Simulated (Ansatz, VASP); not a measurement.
CdHg2S3: VASP beside Ansatz

The input INCAR:

```
SYSTEM = CdHg2S3
PREC = Accurate
ENCUT = 600
EDIFF = 1E-6
ISMEAR = 0
SIGMA = 0.1
LREAL = .False.
LASPH = .True.
NELM = 60
ALGO = Normal
ISIF = 3
LWAVE = .False.
LCHARG = .False.
GGA = PE
IBRION = 2
NSW = 90
EDIFFG = -0.04
```

Contents of KPOINTS:

```
Automatic mesh
0
Gamma
  3 3 3
  0 0 0
```

File POSCAR:

```
CdHg2S3
1.0
    3.1356992400      1.8103968000      4.6723000000
   -3.1356992400      1.8103968000      4.6723000000
    0.0000000000     -3.6207936000      4.6723000000
Cd Hg S
1 2 3
Direct
    0.0000000000      0.0000000000      0.0000000000
    0.6269865000      0.6269865000      0.6269865000
    0.3730135000      0.3730135000      0.3730135000
    0.0000000000      0.5000000000      0.0000000000
    0.5000000000      0.0000000000      0.0000000000
    0.0000000000      0.0000000000      0.5000000000
```

Input for Ansatz:

```yaml
crystal:
  lattice:
    - [3.13569924, 1.8103968, 4.6723]
    - [-3.13569924, 1.8103968, 4.6723]
    - [0.0, -3.6207936, 4.6723]
  atoms:
    - { symbol: Cd, position: [0.0, 0.0, 0.0] }
    - { symbol: Hg, position: [0.6269865, 0.6269865, 0.6269865] }
    - { symbol: Hg, position: [0.3730135, 0.3730135, 0.3730135] }
    - { symbol: S, position: [0.0, 0.5, 0.0] }
    - { symbol: S, position: [0.5, 0.0, 0.0] }
    - { symbol: S, position: [0.0, 0.0, 0.5] }
basis:
  ecutwfc: 420
kpoints:
  mp_grid: { grid: [3, 3, 3] }
hamiltonian:
  xc: pbe
scf:
  occupations: { method: gaussian, width: 0.1 }
  lower_state_search: "off"
output:
  forces: true
  stress: true
  eigenvalues: true
relax:
  adjacent_minimum: "off"
  f_tol: 0.04
  max_steps: 70
  cell: { stress_tol: 0.4 }
```

Change from the starting cell: species swapped into the Zr2VCo3 type (R-3m, No. 166).

Alike in both runs: task relaxation of cell and atoms; functional PBE; k mesh 3 × 3 × 3; occupations gaussian, width 0.1 eV; no spin polarisation.

|  | VASP | Ansatz |
| --- | --- | --- |
| version | VASP 6.6.1 | Ansatz 0.2.0 |
| potentials or method | VASP PAW PBE potentials, release 64 (Cd, Hg, S), cutoff 600 eV | scalar-relativistic, plane waves, PAW |
| valence electrons in the cell | 54 | 78 |

Ansatz gave:

```
gap on the k mesh at the Fermi level, each at its own relaxed structure (eV) : none
relaxed volume (Å³/atom)                                                     : 23.44
relaxed cell length with the largest relative difference (Å)                 : 5.229
```

Question: Estimate VASP's values.

Answer: gap on the k mesh at the Fermi level, each at its own relaxed structure (eV): none; relaxed volume (Å³/atom): 23.66; relaxed cell length with the largest relative difference (Å): 5.246.

A gap of «none» marks a metal or a gap that the smearing closes. VASP's potentials hold 54 valence electrons a cell and Ansatz's 78, so a difference there can come from the potentials and not from the codes.

The k mesh is coarse, so the values compare programs but aren't converged. Neither program's run includes spin-orbit coupling.
